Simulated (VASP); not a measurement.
**KTaO3: single point with r2SCAN**

KTaO3:

```
K Ta O
1.0
     3.98830    0.00000    0.00000
     0.00000    3.98830    0.00000
     0.00000    0.00000    3.98830
K Ta O
1 1 3
Direct
  0.42478 0.50000 0.46239
  0.00000 0.00000 0.00000
  0.50000 0.00000 0.00000
  0.00000 0.50000 0.00000
  0.00000 0.00000 0.50000
```

This cell differs from its parent crystal: atom 1 (K) moved by (-0.300, -0.150) A along x and z.

```yaml
Program: VASP 6.6.1
Task: single point
Functional: r2SCAN
Potentials_or_basis: VASP PAW PBE potentials, release 64 (K_sv, Ta_pv, O)
Cutoff: 520 eV
k_mesh: 6 × 6 × 6
Occupations: gaussian, width 0.05 eV
Spin: no spin polarisation
```

```json
{
  "Pressure": "3.2 GPa",
  "Largest force": "1.700 eV/Å",
  "Band gap on the k mesh": "2.55 eV (least direct gap 3.19 eV)"
}
```

Forces on the atoms (eV/Å):
```
K    1.481  0.000  0.835
Ta  -0.760  0.000 -0.422
O   -0.228  0.000 -0.078
O   -0.285  0.000 -0.223
O   -0.208  0.000 -0.112
```

Stress tensor (GPa, compression positive):
```
2.69 0.00 1.83
0.00 3.50 0.00
1.83 0.00 3.40
```

Levels at points of the mesh, in eV from the valence-band top:
```tsv
k point	band 17	band 18	band 19	band 20	band 21	band 22
(0.00, 0.00, 0.00)	-0.67	-0.66	-0.64	2.55	2.62	2.63
(0.50, 0.00, 0.00)	-1.54	-0.90	-0.90	2.69	5.43	5.43
(0.00, 0.50, 0.00)	-1.43	-0.88	-0.84	2.73	5.38	5.43
(0.00, 0.00, 0.50)	-1.46	-0.87	-0.87	2.72	5.40	5.42
(0.50, 0.50, 0.00)	-1.45	-1.43	-0.03	5.44	5.47	6.79
(0.00, 0.50, 0.50)	-1.44	-1.44	-0.10	5.46	5.47	6.76
(0.50, 0.00, 0.50)	-1.48	-1.41	0.00	5.43	5.47	6.80
(0.50, 0.50, 0.50)	-0.08	-0.01	0.00	6.87	6.90	6.91
```

Run time: 6.1 min on 1 thread of Intel(R) Xeon(R) Platinum 8488C (Sapphire Rapids) (shared host), peak memory 0.26 GiB.

Caveat: the cell differs from its parent crystal (atom 1 (K) moved by (-0.300, -0.150) A along x and z); the cell stands under pressure; the PAW data sets were made with another functional, which shifts forces and pressure a little; spin-orbit coupling is left out, which moves the levels of the heavy elements. A k mesh can miss the band edges.
